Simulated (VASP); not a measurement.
Set up this calculation in VASP 6.6.1, as the native input.

```yaml
Task: single point
Functional: PBE
Potentials_or_basis: VASP PAW PBE potentials, release 64 (C)
Cutoff: 520 eV
k_mesh: 13 × 13 × 13
Occupations: fermi-dirac, width 0.05 eV
Spin: no spin polarisation
Dipole_correction: no
Further_INCAR_settings: ALGO = Normal; EDIFF = 1e-06; NBANDS = 11
```

The structure of C lies in POSCAR:

```
C
1.0
    0.0000000000      2.0103628793      2.0103628793
    2.0103628793      0.0000000000      2.0103628793
    2.0103628793      2.0103628793      0.0000000000
C
2
Direct
   -0.2825000000     -0.0725000000     -0.0725000000
    0.2825000000      0.0725000000      0.0725000000
```

This cell differs from its parent crystal: shortest bond scaled by 0.58, partial waves polarizable.

The input as run:

INCAR

```
ALGO     = Normal         # electronic algorithm
EDIFF    = 1E-6           # SCF threshold, eV
ENCUT    = 520            # plane-wave cutoff, eV
GGA      = PE             # functional
ISIF     = 2              # what is computed and relaxed
ISMEAR   = -1             # smearing method
LASPH    = T              # aspherical terms in the spheres
LCHARG   = F              # write CHGCAR
LREAL    = F              # projectors in reciprocal space
LWAVE    = F              # write WAVECAR
NBANDS   = 11             # bands
NELM     = 100            # most SCF steps
PREC     = Accurate       # precision mode
SIGMA    = 0.05           # smearing width, eV
```

KPOINTS

```
k-points
0
Gamma
  13 13 13
```

Potentials or basis: VASP PAW PBE potentials, release 64 (C).

Command:

```sh
$ cat potpaw_PBE.64/C/POTCAR > POTCAR
$ mpirun -np 1 vasp_std > vasp.out
```

It gave:

The pressure is 118.8 GPa, the largest force is 44.580 eV/Å and the band gap on the k mesh is zero (band 4 reaches 3.36 eV, above the bottom of band 5 at 2.96 eV).

Caveat: the cell differs from its parent crystal (shortest bond scaled by 0.58, partial waves polarizable); forces of over 1 eV/Å act on the atoms, so gaps and moduli don't describe the material at rest.

Wall time 92 s on 1 thread of AMD EPYC 7R13, with other jobs on the host, peak memory 0.12 GiB.
